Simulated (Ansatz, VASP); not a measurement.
# Two plane-wave programs on ScAl2N3

```
CELL_PARAMETERS angstrom
4.81586 0.00000 0.00000
0.00000 3.70850 0.00000
0.00000 0.00000 5.34455
ATOMIC_POSITIONS crystal
Sc 0.00000 0.00000 0.00000
Al 0.00000 0.00000 0.50000
Al 0.50000 0.00000 0.50000
N 0.50000 0.34036 0.00000
N 0.50000 0.65964 0.00000
N 0.00000 0.50000 0.50000
```

Alike in both runs: functional PBE; k mesh 3 × 3 × 2; occupations gaussian, width 0.15 eV; no spin polarisation.

Ansatz relaxed the structure, and its values are those at the end. VASP's run is a single point on that final structure, the one shown.

```csv
,VASP,Ansatz
version,VASP 6.6.1,Ansatz 0.2.0
potentials or method,"VASP PAW PBE potentials, release 64 (Sc_sv, Al, N), cutoff 600 eV","scalar-relativistic, plane waves, PAW"
valence electrons in the cell,32,32
```

VASP gave:

```
gap on the k mesh at the Fermi level (eV) : none
pressure (GPa)                            : 0.0
rms of the force components (eV/Å)        : 0.146
```

**Question.** Estimate Ansatz's values.

**Answer.** gap on the k mesh at the Fermi level (eV): none; pressure (GPa): -0.2; rms of the force components (eV/Å): 0.022.

A gap of «none» marks a metal or a gap that the smearing closes. One of these differences is far larger than is usual between the two programs; its cause wasn't traced.

The k mesh is coarse, so the values compare programs but aren't converged. Noted on VASP's run: the standard files for N, O and F lose accuracy on very short bonds.
